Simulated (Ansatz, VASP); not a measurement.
**One calculation of SrO, two programs**

```
Sr O
1.0
     0.00000    2.56980    2.64689
     2.56980    0.00000    2.64689
     2.56980    2.56980    0.00000
Sr O
1 1
Cartesian
  0.0000 0.0000 0.0000
  2.5698 2.5698 2.6469
```

Change from the starting cell: zz strain of +3 %.

Alike in both runs: task single point; functional LDA; k mesh 8 × 8 × 8; occupations fermi-dirac, width 0.02 eV; no spin polarisation.

|  | VASP | Ansatz |
| --- | --- | --- |
| version | VASP 6.6.1 | Ansatz 0.2.0 |
| potentials or method | VASP PAW LDA potentials, release 64 (Sr_sv, O), cutoff 520 eV | all-electron LAPW, scalar-relativistic |

```csv
,VASP,Ansatz,Ansatz less VASP
gap on the k mesh at the Fermi level (eV),3.06,3.11,+0.056
pressure (GPa),-5.8,-6.4,-0.60
"traceless stress, the component that is largest in VASP (GPa)",-1.99,-1.86,+0.134
```

LDA's correlation is that of Perdew and Zunger in VASP and of Perdew and Wang (1992) in Ansatz. Ansatz ran all-electron here, and VASP with PAW potentials.
